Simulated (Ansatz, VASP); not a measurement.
# EuRu3: VASP beside Ansatz

```
Eu Ru
1.0
     4.05950    0.00000    0.00000
     0.00000    4.05950    0.00000
     0.00000    0.00000    4.05950
Eu Ru
1 3
Cartesian
  0.0000 0.0000 0.0000
  0.0000 2.0297 2.0297
  2.0297 2.0297 0.0000
  2.0297 0.0000 2.0297
```

Alike in both runs: task single point; functional PBE; k mesh 8 × 8 × 8; occupations gaussian, width 0.05 eV; collinear spin; Hubbard terms Eu f U = 6.0 eV.

|  | VASP | Ansatz |
| --- | --- | --- |
| version | VASP 6.6.1 | Ansatz 0.2.0 |
| potentials or method | VASP PAW PBE potentials, release 64 (Eu, Ru_pv), cutoff 520 eV | scalar-relativistic, plane waves, PAW |
| valence electrons in the cell | 59 | 65 |

Ansatz gave:

```
gap on the k mesh at the Fermi level (eV)                     : none
pressure (GPa)                                                : 3.1
net moment per atom (μB)                                      : 1.22
size of the moment on the site where the two differ most (μB) : 6.58
```

**Question.** What did VASP give for the same quantities?

**Answer.** gap on the k mesh at the Fermi level (eV): none; pressure (GPa): 2.6; net moment per atom (μB): 1.23; size of the moment on the site where the two differ most (μB): 6.44.

Site moments also hang on the region over which each program counts them. The programs project onto different local orbitals, so the same U acts differently, and such runs can settle in different states. A gap of «none» marks a metal or a gap that the smearing closes. VASP's potentials hold 59 valence electrons a cell and Ansatz's 65, so a difference there can come from the potentials and not from the codes. Ansatz's warnings: filled band counts differ across k points.

Spin-orbit coupling is off throughout.
